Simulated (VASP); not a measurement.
Set up this calculation in VASP 6.6.1, as the native input.

```
Task                   : single point
Functional             : PBE
Potentials or basis    : VASP PAW PBE potentials, release 64 (Hf_pv, C)
Cutoff                 : 520 eV
k mesh                 : 11 × 6 × 10
Occupations            : fermi-dirac, width 0.05 eV
Spin                   : no spin polarisation
Dipole correction      : no
Further INCAR settings : ALGO = Normal; EDIFF = 1e-07; NBANDS = 14
```

The structure of HfC lies in POSCAR:

```
HfC
1.0
    2.4394258800      0.0000000000      0.0000000000
    0.0000000000      4.6949966100      0.0000000000
    0.0000000000      0.0000000000      2.5622747300
Hf C
1 1
Direct
    0.0000000000      0.0000000000      0.0000000000
    0.0000000000      0.5000000000      0.7500000000
```

The input as run:

INCAR

```
PREC = Accurate ; ENCUT = 520
EDIFF = 1E-7 ; ISMEAR = -1
SIGMA = 0.05 ; LREAL = F
LASPH = T ; NELM = 100
ALGO = Normal ; ISIF = 2
LWAVE = F ; LCHARG = F
GGA = PE ; NBANDS = 14
```

KPOINTS

```
regular mesh
0
Gamma
  11 6 10
```

Potentials or basis: VASP PAW PBE potentials, release 64 (Hf_pv, C).

Command:

```bash
$ cat potpaw_PBE.64/Hf_pv/POTCAR potpaw_PBE.64/C/POTCAR > POTCAR
$ mpirun -np 1 vasp_std > vasp.out
```

It gave:

| Item | Value |
| --- | --- |
| Pressure | 10.7 GPa |
| Largest force | 0.131 eV/Å |
| Band gap on the k mesh | zero (band 7 reaches 5.05 eV, above the bottom of band 8 at 3.37 eV) |

Caveat: spin-orbit coupling is left out, which moves the levels of the heavy elements.

Run time: 40 s on 1 thread of Intel(R) Xeon(R) Platinum 8259CL CPU @ 2.50GHz (Skylake/Cascade Lake), on a shared host, peak memory 0.18 GiB.
